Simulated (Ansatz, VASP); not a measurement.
**WCl2F2: VASP beside Ansatz**

INCAR

```
PREC = Accurate ; ENCUT = 520
EDIFF = 1E-6 ; ISMEAR = 0
SIGMA = 0.1 ; LREAL = False
LASPH = True ; NELM = 60
ALGO = Normal ; ISIF = 2
LWAVE = False ; LCHARG = True
GGA = PE ; LELF = True
LVHAR = True ; NBANDS = 29
```

KPOINTS

```
Automatic mesh
0
Gamma
  6 6 6
```

POSCAR

```
WCl2F2
1.0
   -2.1837215100      2.1837215100      4.9690102100
    2.1837215100     -2.1837215100      4.9690102100
    2.1837215100      2.1837215100     -4.9690102100
W Cl F
1 2 2
Direct
    0.0000000000      0.0000000000      0.0000000000
    0.3540000000      0.3540000000      0.0000000000
    0.6460000000      0.6460000000      0.0000000000
    0.7500000000      0.2500000000      0.5000000000
    0.2500000000      0.7500000000      0.5000000000
```

Input for Ansatz:

```yaml
crystal:
  lattice:
    - [-2.18372151, 2.18372151, 4.96901021]
    - [2.18372151, -2.18372151, 4.96901021]
    - [2.18372151, 2.18372151, -4.96901021]
  atoms:
    - { symbol: W, position: [0.0, 0.0, 0.0] }
    - { symbol: Cl, position: [0.354, 0.354, 0.0] }
    - { symbol: Cl, position: [0.646, 0.646, 0.0] }
    - { symbol: F, position: [0.75, 0.25, 0.5] }
    - { symbol: F, position: [0.25, 0.75, 0.5] }
basis:
  ecutwfc: 420
kpoints:
  mp_grid: { grid: [6, 6, 6] }
hamiltonian:
  xc: pbe
scf:
  occupations: { method: gaussian, width: 0.1 }
  lower_state_search: "off"
output:
  forces: true
  stress: true
  eigenvalues: true
```

Change from the starting cell: species swapped into the DySi2Ru2 type (I4/mmm, No. 139).

Alike in both runs: task single point; functional PBE; k mesh 6 × 6 × 6; occupations gaussian, width 0.1 eV; no spin polarisation.

```csv
,VASP,Ansatz
version,VASP 6.6.1,Ansatz 0.2.0
potentials or method,"VASP PAW PBE potentials, release 64 (W_sv, Cl, F), cutoff 520 eV","scalar-relativistic, plane waves, PAW"
valence electrons in the cell,42,42
```

|  | VASP | Ansatz | Ansatz less VASP |
| --- | --- | --- | --- |
| gap on the k mesh at the Fermi level (eV) | none | none | - |
| pressure (GPa) | -7.8 | -7.6 | +0.21 |
| traceless stress, the component that is largest in VASP (GPa) | 0.09 | 0.08 | -0.010 |
| rms of the force components (eV/Å) | 0.516 | 0.517 | +0.0015 |

Atom by atom the forces differ by 0.002 eV/Å (rms over components). A gap of «none» marks a metal or a gap that the smearing closes. With one functional, cell and mesh, what is left measures potentials, basis and numerics.

Neither program's run includes spin-orbit coupling.
